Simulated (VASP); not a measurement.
Runs of VASP 6.6.1 on SiC. The structure is that of space group P6_3mc (No. 186), or close to it. The cells are those of the table. 

```tsv
task	level	cell	cutoff (eV)	gap on the mesh (eV)	pressure (GPa)	largest force (eV/Å)
relaxation of shape and atoms at fixed volume	PBE	relaxed from a = 2.997, b = 2.997, c = 4.915 Å, angles 90.0, 90.0, 120.0°, 4 atoms	600	(c)	23.9	-
relaxation of shape and atoms at fixed volume	PBE	relaxed from a = 3.061, b = 3.061, c = 5.023 Å, angles 90.0, 90.0, 120.0°, 4 atoms	600	2.25	6.7	0.01
relaxation of shape and atoms at fixed volume	PBE	relaxed from a = 3.152, b = 3.152, c = 5.174 Å, angles 90.0, 90.0, 120.0°, 4 atoms	600	2.41	-11.2	0.01
relaxation of cell and atoms	PBE	relaxed from a = 3.092, b = 3.092, c = 5.073 Å, angles 90.0, 90.0, 120.0°, 4 atoms	600	2.31	-0.1	0.01
relaxation of shape and atoms at fixed volume	PBE	relaxed from a = 3.122, b = 3.122, c = 5.125 Å, angles 90.0, 90.0, 120.0°, 4 atoms	600	2.36	-6.1	-
relaxation of shape and atoms at fixed volume	PBE	relaxed from a = 3.029, b = 3.029, c = 4.970 Å, angles 90.0, 90.0, 120.0°, 4 atoms	600	(a)	14.7	-
single point	r2SCAN	a = 3.092, b = 3.092, c = 5.074 Å, angles 90.0, 90.0, 120.0°, 4 atoms	520	2.68	-3.7	-
relaxation of shape and atoms at fixed volume	PBE	relaxed from a = 2.964, b = 2.964, c = 4.859 Å, angles 90.0, 90.0, 120.0°, 4 atoms	600	(b)	34.7	0.01
```

Alike in all rows: potentials or basis VASP PAW PBE potentials, release 64 (Si, C); no spin polarisation; k mesh 12 × 12 × 6; smearing gaussian 0.02 eV.

Problem. Fill in the values left out.

Solution. (a) 2.19; (b) 2.07; (c) 2.13.

Caveats: the relaxation stopped at its first step, so nothing moved (at least some runs); the cell stands under tension (at least some runs); the PAW data sets were made with another functional, which shifts forces and pressure a little (at least some runs).

A k mesh can miss the band edges.
